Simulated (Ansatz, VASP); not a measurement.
One calculation of MgS, two programs

```
CELL_PARAMETERS angstrom
0.00000 2.60152 2.60152
2.60152 0.00000 2.60152
2.60152 2.60152 0.00000
ATOMIC_POSITIONS crystal
Mg 0.00000 0.00000 0.00000
S 0.50000 0.50000 0.50000
```

Alike in both runs: task single point; functional r2SCAN; k mesh 6 × 6 × 6; occupations fermi-dirac, width 0.2 eV; no spin polarisation.

```csv
,VASP,Ansatz
version,VASP 6.6.1,Ansatz 0.2.0
potentials or method,"VASP PAW PBE potentials, release 64 (Mg, S)",plane waves
plane-wave cutoff (eV),660,500
valence electrons in the cell,8,16
```

Ansatz gave:

* pressure (GPa): 0.0

Question: What did VASP give for the same quantities?

Answer: Pressure (GPa): -0.4.

VASP's potentials were made for PBE, not for r2SCAN. With one functional, cell and mesh, what is left measures potentials, basis and numerics. VASP's potentials hold 8 valence electrons a cell and Ansatz's 16, so a difference there can come from the potentials and not from the codes.
